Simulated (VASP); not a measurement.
# BeS (rocksalt type) (Fm-3m) in VASP: notebook

The runs below take BeS (rocksalt type) through single point, with PBE.

All numbers are computed with VASP 6.6.1; they aren't measurements. Logs are shortened: lines on timing, memory, paths and dates and some standing lists are left out, and cuts for length are marked.

## Step 1: The cell of the first run

It takes space group Fm-3m (No. 225, cubic). The conventional cell has a = 4.674 Å, b = 4.674 Å, c = 4.674 Å, α = 90.00°, β = 90.00°, γ = 90.00°. Within 3.1 Å of Be (site symmetry m-3m) lie 6 S at 2.34 Å. S (site symmetry m-3m) has 6 Be at 2.34 Å within 3.1 Å.

## Step 2: Single point, PBE

File INCAR:

```
SYSTEM = BeS
  PREC = Accurate
  ENCUT = 520
  EDIFF = 1E-6
  ISMEAR = -1
  SIGMA = 0.08
  LREAL = .FALSE.
  LASPH = .TRUE.
  NELM = 60
  ALGO = Normal
  ISIF = 2
  LWAVE = .FALSE.
  LCHARG = .FALSE.
  GGA = PE
  NBANDS = 11
```

File KPOINTS:

```
regular mesh
0
G
  15 15 15
  0 0 0
```

File POSCAR:

```
BeS
1.0
    0.0000000000      2.3367938072      2.3367938072
    2.3367938072      0.0000000000      2.3367938072
    2.3367938072      2.3367938072      0.0000000000
Be S
1 1
Direct
    0.0000000000      0.0000000000      0.0000000000
    0.5000000000      0.5000000000      0.5000000000
```

Potentials or basis: VASP PAW PBE potentials, release 64 (Be, S).

Started as:

```console
$ cat potpaw_PBE.64/Be/POTCAR potpaw_PBE.64/S/POTCAR > POTCAR
$ mpirun -np 1 vasp_std > vasp.out
```

OUTCAR:

```text
SYSTEM = BeS
   PREC = Accurate
   ENCUT = 520
   EDIFF = 1E-6
   ISMEAR = -1
   LREAL = .FALSE.
   LASPH = .TRUE.
   NELM = 60
   ISIF = 2
   GGA = PE

 ion  position               nearest neighbor table
   1  0.000  0.000  0.000-   2 2.34   2 2.34   2 2.34   2 2.34   2 2.34   2 2.34
   2  0.500  0.500  0.500-   1 2.34   1 2.34   1 2.34   1 2.34   1 2.34   1 2.34

  LATTYP: Found a face centered cubic cell.
 ALAT       =     4.6735876144

  Lattice vectors:

 A1 = (   0.0000000000,   2.3367938072,   2.3367938072)
 A2 = (   2.3367938072,   0.0000000000,   2.3367938072)
 A3 = (   2.3367938072,   2.3367938072,   0.0000000000)

Analysis of symmetry for initial positions (statically):
=====================================================================
 Subroutine PRICEL returns:
 Original cell was already a primitive cell.

 Routine SETGRP: Setting up the symmetry group for a
 face centered cubic supercell.

 Subroutine GETGRP returns: Found 48 space group operations
 (whereof 48 operations were pure point group operations)
 out of a pool of 48 trial point group operations.

The static configuration has the point symmetry O_h .

Analysis of symmetry for dynamics (positions and initial velocities):
=====================================================================
 Subroutine PRICEL returns:
 Original cell was already a primitive cell.

 Routine SETGRP: Setting up the symmetry group for a
 face centered cubic supercell.

 Subroutine GETGRP returns: Found 48 space group operations
 (whereof 48 operations were pure point group operations)
 out of a pool of 48 trial point group operations.

The dynamic configuration has the point symmetry O_h .

 Subroutine INISYM returns: Found 48 space group operations
 (whereof 48 operations are pure point group operations),
 and found     1 'primitive' translations

----------------------------------------------------------------------------------------

                                     Primitive cell

  volume of cell :      25.5206

  direct lattice vectors                    reciprocal lattice vectors
     0.000000000  2.336793807  2.336793807    -0.213968386  0.213968386  0.213968386
     2.336793807  0.000000000  2.336793807     0.213968386 -0.213968386  0.213968386
     2.336793807  2.336793807  0.000000000     0.213968386  0.213968386 -0.213968386

  length of vectors
     3.304725495  3.304725495  3.304725495     0.370604116  0.370604116  0.370604116

  position of ions in fractional coordinates (direct lattice)
     0.000000000  0.000000000  0.000000000
     0.500000000  0.500000000  0.500000000

  ion indices of the primitive-cell ions
   primitive index   ion index
                 1           1
                 2           2

----------------------------------------------------------------------------------------

 KPOINTS: regular mesh

Automatic generation of k-mesh.
 Grid dimensions read from file:
 generate k-points for:   15   15   15

 Generating k-lattice:

  Cartesian coordinates                     Fractional coordinates (reciprocal lattice)
    -0.014264559  0.014264559  0.014264559     0.066666667  0.000000000  0.000000000
     0.014264559 -0.014264559  0.014264559     0.000000000  0.066666667  0.000000000
     0.014264559  0.014264559 -0.014264559     0.000000000  0.000000000  0.066666667

  Length of vectors
     0.024706941  0.024706941  0.024706941

  Shift w.r.t. Gamma in fractional coordinates (k-lattice)
     0.000000000  0.000000000  0.000000000

 Subroutine IBZKPT returns following result:
 ===========================================

 Found    120 irreducible k-points:

 Following reciprocal coordinates:
            Coordinates               Weight
  0.000000  0.000000  0.000000      1.000000
  0.066667  0.000000  0.000000      8.000000
  0.133333  0.000000  0.000000      8.000000
  0.200000  0.000000  0.000000      8.000000
  0.266667  0.000000  0.000000      8.000000
  0.333333  0.000000  0.000000      8.000000
[... 16 lines left out ...]
  0.133333  0.133333  0.000000      6.000000
  0.200000  0.133333  0.000000     24.000000
 [... further k-points ...]
   k-points           NKPTS =    120   k-points in BZ     NKDIM =    120   number of bands    NBANDS=     11
   number of dos      NEDOS =    301   number of ions     NIONS =      2
   total plane-waves  NPLWV =  21952
   dimension x,y,z NGX =    28 NGY =   28 NGZ =   28
   dimension x,y,z NGXF=    56 NGYF=   56 NGZF=   56
   ions per type =               1   1
   NGX,Y,Z   is equivalent  to a cutoff of  14.09, 14.09, 14.09 a.u.
   NGXF,Y,Z  is equivalent  to a cutoff of  28.17, 28.17, 28.17 a.u.
 SYSTEM =  BeS
   PREC   = accura    normal or accurate (medium, high low for compatibility)
   ISTART =      0    job   : 0-new  1-cont  2-samecut
   ICHARG =      2    charge: 1-file 2-atom 10-const
   ISPIN  =      1    spin polarized calculation?
   LNONCOLLINEAR =      F non collinear calculations
   LSORBIT =      F    spin-orbit coupling
   LASPH  =      T    aspherical Exc in radial PAW
   ENCUT  =  520.0 eV  38.22 Ry    6.18 a.u.   6.14  6.14  6.14*2*pi/ulx,y,z
   NELM   =     60;   NELMIN=  2; NELMDL= -5     # of ELM steps
   EDIFF  = 0.1E-05   stopping-criterion for ELM
   LREAL  =      F    real-space projection
   EDIFFG = 0.1E-04   stopping-criterion for IOM
   NSW    =      0    number of steps for IOM
   IBRION =     -1    ionic relax: 0-MD 1-quasi-New 2-CG
   NFREE  =      0    steps in history (QN), initial steepest desc. (CG)
   ISIF   =      2    stress and relaxation
   ISYM   =      2    0-nonsym 1-usesym 2-fastsym
   POTIM  = 0.5000    time-step for ionic-motion
   TEBEG  =    0.0;   TEEND  =   0.0 temperature during run
   PSTRESS=    0.0 pullay stress
   NELECT =       8.0000    total number of electrons
   NUPDOWN=      -1.0000    fix difference up-down
   EMIN   =  10.00;   EMAX   =-10.00  energy-range for DOS
   EFERMI =   0.00;   METHOD = LEGACY
   ISMEAR =    -1;   SIGMA  =   0.08  broadening in eV -4-tet -1-fermi 0-gaus
   EFERMI_NEDOS =   21; number of points for ismear=-14 and -15
   IALGO  =     38    algorithm
   IMIX   =      4    mixing-type and parameters
     AMIX     =   0.40;   BMIX     =  1.00
     AMIX_MAG =   1.60;   BMIX_MAG =  1.00
  volume/ion in A,a.u.               =      12.76        86.11
  Fermi-wavevector in a.u.,A,eV,Ry     =   1.112093  2.101551 16.827016  1.236751
  Thomas-Fermi vector in A             =   2.248663
   LORBIT       =      0    0 simple, 1 ext, 2 COOP (PROOUT), +10 PAW based schemes
   GGA     = PE    functional components
   LHFCALC =     F    Hartree Fock is set to
   AEXX    =    0.0000 exact exchange contribution
   IVDW    =     0    specifies the selected vdW correction
   LEPSILON=     F    determine dielectric tensor
   LRPA    =     F    only Hartree local field effects (RPA)
 non-spin polarized calculation
  energy-cutoff  :      520.00
  volume of cell :       25.52
 maximum number of plane-waves:       701
 NGX is ok and might be reduce to    28
   NGX = 13   NGY = 13   NGZ = 13

 number of electron       7.9999999 magnetization

 Free energy of the ion-electron system (eV)
  ---------------------------------------------------
  ext. energy  EPLUGINS =         0.00000000
  ---------------------------------------------------
  free energy    TOTEN  =        -8.88820127 eV

  energy without entropy =       -8.88816979  energy(sigma->0) =       -8.88818553

 E-fermi :   6.8560     XC(G=0): -10.5027

 val. band max:        6.2819717352   @ k =  -0.1333   0.1333   0.0000
 cond. band min:       7.2866625903   @ k =   0.4667   0.4667   0.0000
 fundamental gap:      1.0046908551
 Fermi energy:         6.8560387712

 k-point     1 :       0.0000    0.0000    0.0000
  band No.  band energies     occupation
      1      -8.5842      2.00000
      2       5.9976      1.99996
      3       5.9976      1.99996
      4       5.9976      1.99996
      5      11.2906      0.00000
      6      15.1498      0.00000
      7      15.1498      0.00000
      8      15.1498      0.00000
      9      15.7414      0.00000
     10      15.7414      0.00000
     11      15.7414      0.00000

 k-point     2 :       0.0667    0.0000    0.0000
  band No.  band energies     occupation
      1      -8.5201      2.00000
      2       5.5619      2.00000
      3       5.9790      1.99997
      4       5.9790      1.99997
      5      11.5333      0.00000
      6      14.7970      0.00000
      7      14.8981      0.00000
      8      14.8981      0.00000
      9      15.5069      0.00000
     10      15.5069      0.00000
     11      16.0519      0.00000

 k-point     3 :       0.1333    0.0000    0.0000
  band No.  band energies     occupation
      1      -8.3310      2.00000
      2       4.5234      2.00000
      3       5.9315      1.99998
      4       5.9315      1.99998
      5      11.8213      0.00000
      6      13.8389      0.00000
      7      13.8389      0.00000
      8      14.6482      0.00000
      9      15.9391      0.00000
     10      15.9391      0.00000
     11      16.3932      0.00000

 k-point     4 :       0.2000    0.0000    0.0000
  band No.  band energies     occupation
      1      -8.0263      2.00000
      2       3.2558      2.00000
      3       5.8745      1.99999
      4       5.8745      1.99999
      5      11.6432      0.00000
      6      12.7653      0.00000
      7      12.7653      0.00000
      8      15.1473      0.00000
      9      16.7252      0.00000
     10      16.7252      0.00000
     11      16.7344      0.00000

 k-point     5 :       0.2667    0.0000    0.0000
  band No.  band energies     occupation
      1      -7.6264      2.00000
      2       1.9720      2.00000
      3       5.8277      1.99999
      4       5.8277      1.99999
      5      11.2251      0.00000
      6      11.8344      0.00000
      7      11.8344      0.00000
      8      15.7626      0.00000
      9      17.3780      0.00000
     10      17.7737      0.00000
     11      17.7737      0.00000
[... 211 lines left out ...]
 k-point    21 :      -0.1333    0.0667    0.0000
  band No.  band energies     occupation
      1      -8.1860      2.00000
      2       4.0763      2.00000
      3       5.3610      2.00000
      4       6.1606      1.99966
      5      12.0038      0.00000
      6      12.8253      0.00000
      7      13.8091      0.00000
      8      14.4880      0.00000
      9      15.7899      0.00000
     10      16.5594      0.00000
     11      17.2502      0.00000

 k-point    22 :      -0.0667    0.0667    0.0000
  band No.  band energies     occupation
      1      -8.4143      2.00000
      2       5.0931      2.00000
      3       5.6306      2.00000
      4       6.0989      1.99984
      5      11.8353      0.00000
      6      13.9409      0.00000
      7      14.5062      0.00000
      8      14.5203      0.00000
      9      15.3756      0.00000
     10      16.3077      0.00000
     11      16.3407      0.00000

 k-point    23 :       0.1333    0.1333    0.0000
  band No.  band energies     occupation
      1      -8.2449      2.00000
      2       4.9809      2.00000
      3       5.3618      2.00000
      4       5.3618      2.00000
      5      12.2094      0.00000
      6      12.6339      0.00000
      7      13.8415      0.00000
      8      15.2131      0.00000
      9      15.2131      0.00000
     10      17.5030      0.00000
     11      17.5030      0.00000

 k-point    24 :       0.2000    0.1333    0.0000
  band No.  band energies     occupation
      1      -8.0179      2.00000
      2       4.0491      2.00000
      3       5.1172      2.00000
      4       5.3653      2.00000
      5      11.3096      0.00000
      6      12.9931      0.00000
      7      13.5955      0.00000
      8      14.9196      0.00000
      9      15.5465      0.00000
     10      18.0394      0.00000
     11      18.2200      0.00000

 [... further k-points ...]

------------------------ aborting loop because EDIFF is reached ----------------------------------------

  FORCE on cell =-STRESS in cart. coord.  units (eV):
  Direction    XX          YY          ZZ          XY          YZ          ZX
  --------------------------------------------------------------------------------------
  -------------------------------------------------------------------------------------
  Total       -0.4777648     -0.4777648     -0.4777648      0.0000000      0.0000000     -0.0000000
  in kB      -29.9939451    -29.9939451    -29.9939451      0.0000000      0.0000000     -0.0000000
  external PRESSURE =     -29.9939451 kB  Pullay stress =       0.0000000 kB

 VOLUME and BASIS-vectors are now :
 -----------------------------------------------------------------------------
  energy-cutoff  :      520.00
  volume of cell :       25.52
      direct lattice vectors                 reciprocal lattice vectors
     0.000000000  2.336793807  2.336793807    -0.213968386  0.213968386  0.213968386
     2.336793807  0.000000000  2.336793807     0.213968386 -0.213968386  0.213968386
     2.336793807  2.336793807  0.000000000     0.213968386  0.213968386 -0.213968386

 POSITION                                       TOTAL-FORCE (eV/Angst)
 -----------------------------------------------------------------------------------
      0.00000      0.00000      0.00000        -0.000000     -0.000000      0.000000
      2.33679      2.33679      2.33679         0.000000      0.000000     -0.000000
 -----------------------------------------------------------------------------------
    total drift:                                0.000000      0.000000      0.000000

  FREE ENERGIE OF THE ION-ELECTRON SYSTEM (eV)
  ---------------------------------------------------
  free  energy   TOTEN  =        -8.8882012686 eV

  energy  without entropy=       -8.8881697916  energy(sigma->0) =       -8.88818553
```

Wall time 61 s (1 thread of Intel Xeon 8259CL, shared host); peak memory 0.17 GiB.

What came out:

| Item | Value |
| --- | --- |
| Free energy | -8.8882 eV |
| Pressure | -3.0 GPa |
| Band gap on the k mesh | 1.00 eV (least direct gap 4.04 eV) |

Levels at points of the mesh, in eV from the valence-band top:
```tsv
k point	band 1	band 2	band 3	band 4	band 5	band 6	band 7	band 8
(0.00, 0.00, 0.00)	-14.87	-0.28	-0.28	-0.28	5.01	8.87	8.87	8.87
```

Caveat: an odd mesh through Γ misses points on the zone boundary, where band edges can lie.

## Step 3: Single point, PBE

This run uses another cell than the first one, of 12.40 Å³/atom.

File INCAR:

```
SYSTEM = BeS
  ALGO = Normal
  EDIFF = 1E-6
  ENCUT = 520
  GGA = PE
  ISIF = 2
  ISMEAR = -1
  LASPH = .TRUE.
  LCHARG = .FALSE.
  LREAL = .FALSE.
  LWAVE = .FALSE.
  NBANDS = 11
  NELM = 100
  PREC = Accurate
  SIGMA = 0.08
```

File KPOINTS:

```
k-points
0
G
  16 16 16
  0 0 0
```

File POSCAR:

```
BeS
1.0
    0.0000000000      2.3146319030      2.3146319030
    2.3146319030      0.0000000000      2.3146319030
    2.3146319030      2.3146319030      0.0000000000
Be S
1 1
Direct
    0.0000000000      0.0000000000      0.0000000000
    0.5000000000      0.5000000000      0.5000000000
```

Potentials or basis: VASP PAW PBE potentials, release 64 (Be, S).

Started as:

```console
$ cat potpaw_PBE.64/Be/POTCAR potpaw_PBE.64/S/POTCAR > POTCAR
$ mpirun -np 1 vasp_std > vasp.out
```

It took 36 s on 1 thread of Intel Xeon 8259CL, shared host; peak memory 0.16 GiB.

It converged, with:

| Property | Result |
| --- | --- |
| Free energy | -8.8950 eV |
| Pressure | -0.1 GPa |
| Band gap on the k mesh | 1.00 eV (least direct gap 4.17 eV) |

Levels at points of the mesh, in eV from the valence-band top:
```csv
k point,band 1,band 2,band 3,band 4,band 5,band 6,band 7,band 8
"(0.00, 0.00, 0.00)",-15.10,-0.29,-0.29,-0.29,5.34,8.84,8.84,8.84
"(0.50, 0.00, 0.00)",-12.84,-7.22,-0.50,-0.50,3.95,3.95,4.15,10.23
"(0.50, 0.50, 0.00)",-11.79,-6.78,-3.17,-3.17,1.00,4.34,11.81,11.81
```
